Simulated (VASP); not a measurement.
Here is a VASP 6.6.1 calculation.

File INCAR:

```
PREC = Accurate
ENCUT = 520
EDIFF = 1E-7
ISMEAR = 0
SIGMA = 0.1
LREAL = False
LASPH = True
NELM = 150
ALGO = Normal
ISIF = 2
LWAVE = False
LCHARG = False
ISPIN = 2
MAGMOM = 2 1 0 0 0 0
LORBIT = 11
LMAXMIX = 4
GGA = PE
NBANDS = 38
```

The input KPOINTS:

```
regular mesh
0
Gamma
  6 6 2
```

Contents of POSCAR:

```
VMoS4
1.0
    3.1969639887     -0.0000000027      0.0000000000
   -1.5984819920      2.7686520305      0.0000000000
    0.0000000000      0.0000000000     13.3283056385
V Mo S
1 1 4
Direct
    0.0000000000      0.0000000000      0.5000000000
    0.0000000000      0.0000000000      0.0000000000
    0.6666666667      0.3333333333      0.3901175490
    0.6666666667      0.3333333333      0.8817226443
    0.3333333333      0.6666666667      0.1182773557
    0.3333333333      0.6666666667      0.6098824510
```

Potentials or basis: VASP PAW PBE potentials, release 64 (V_sv, Mo_sv, S).

Run with:

```sh
$ cat potpaw_PBE.64/V_sv/POTCAR potpaw_PBE.64/Mo_sv/POTCAR potpaw_PBE.64/S/POTCAR > POTCAR
$ mpirun -np 1 vasp_std > vasp.out
```

Question: What does it give for the net moment?

Answer: 0.00 μB per cell.

Question: Predict the pressure.

Answer: -0.3 GPa.

Question: Predict the largest force.

Answer: 0.038 eV/Å.

Stress tensor (GPa, compression positive):
```
-0.39  0.00  0.00
 0.00 -0.39  0.00
 0.00  0.00 -0.08
```

Caveat: the k points lie up to 0.38 Å⁻¹ apart; this functional lacks dispersion, which binds the layers, so the pressure and a relaxed spacing across them are unreliable.
